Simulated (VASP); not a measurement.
## Zr3Cl: relaxation of cell and atoms with PBE

Zr3Cl:

```
CELL_PARAMETERS angstrom
4.39833 0.00000 0.00000
0.00000 4.39833 0.00000
0.00000 0.00000 4.39833
ATOMIC_POSITIONS crystal
Zr 0.00000 0.50000 0.50000
Zr 0.50000 0.00000 0.50000
Zr 0.50000 0.50000 0.00000
Cl 0.00000 0.00000 0.00000
```

* Program: VASP 6.6.1
* Task: relaxation of cell and atoms
* Functional: PBE
* Potentials or basis: VASP PAW PBE potentials, release 64 (Zr_sv, Cl)
* Cutoff: 600 eV
* k mesh: 10 × 10 × 10
* Occupations: gaussian, width 0.1 eV
* Spin: no spin polarisation
* Dipole correction: no
* Further INCAR settings: ALGO = Normal; EDIFF = 1e-06; IBRION = 2; EDIFFG = -0.01; NSW = 100; ISIF = 3

* Relaxed volume: 21.62 Å³/atom
* Relaxed cell: a = 4.422 Å, b = 4.422 Å, c = 4.422 Å, α = 90.00°, β = 90.00°, γ = 90.00°
* Space group after relaxing (to 0.05 Å): Pm-3m (No. 221)
* Energy gained by relaxing: 1.3 meV/atom
* Ionic steps: 3
* Pressure after relaxing: 0.0 GPa

Step by step:
| step | energy change (eV) | largest force (eV/Å) | pressure (GPa) | volume (Å³) |
| --- | --- | --- | --- | --- |
| 1 | 0.0000 | 0.0000 | 1.21 | 85.09 |
| 2 | -0.0044 | 0.0000 | -0.46 | 87.08 |
| 3 | -0.0052 | 0.0000 | -0.01 | 86.50 |

Final structure:
```
Zr Cl
1.0
     4.42248    0.00000    0.00000
     0.00000    4.42248    0.00000
     0.00000    0.00000    4.42248
Zr Cl
3 1
Direct
  0.00000 0.50000 0.50000
  0.50000 0.00000 0.50000
  0.50000 0.50000 0.00000
  0.00000 0.00000 0.00000
```

Levels at points of the mesh, in eV from the Fermi level:
```
           k point  band 17  band 18  band 19  band 20  band 21  band 22  band 23  band 24  band 25
(0.00, 0.00, 0.00)    -4.30    -2.29    -2.29    -1.76    -1.76    -1.76    -1.74     2.06     2.06
(0.50, 0.00, 0.00)    -2.53    -1.15    -0.70    -0.69    -0.22     0.49     0.49     0.82     0.89
(0.50, 0.50, 0.00)    -1.17    -0.82    -0.82    -0.46     0.58     0.58     0.99     1.17     1.20
(0.50, 0.50, 0.50)    -2.46    -2.46    -2.46    -0.57     0.57     0.57     0.57     1.54     1.91
```

Wall time 3 min on 1 thread of Intel(R) Xeon(R) Platinum 8488C (Sapphire Rapids), with other jobs on the host, peak memory 0.29 GiB.

Caveat: an odd number of electrons without spin polarisation forces a metal; a magnetic or distorted state may lie lower.
